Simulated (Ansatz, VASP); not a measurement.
**Two plane-wave programs on KBr**

```
K Br
1.0
     0.00000    3.30244    3.30244
     3.30244    0.00000    3.30244
     3.30244    3.30244    0.00000
K Br
1 1
Direct
  0.00000 0.00000 0.00000
  0.50000 0.50000 0.50000
```

Alike in both runs: task single point; functional LDA; k mesh 6 × 6 × 6; no spin polarisation.

|  | VASP | Ansatz |
| --- | --- | --- |
| version | VASP 6.6.1 | Ansatz 0.2.0 |
| potentials or method | VASP PAW LDA potentials, release 64 (K_sv, Br) | plane waves, PAW |
| plane-wave cutoff (eV) | 520 | 420 |
| occupations | gaussian, width 0.01 eV | fixed |
| valence electrons in the cell | 16 | 16 |

```tsv
	VASP	Ansatz	Ansatz less VASP
gap on the k mesh at the Fermi level (eV)	4.03	4.02	-0.008
pressure (GPa)	-1.6	-1.7	-0.04
```

LDA's correlation is that of Perdew and Zunger in VASP and of Perdew and Wang (1992) in Ansatz.
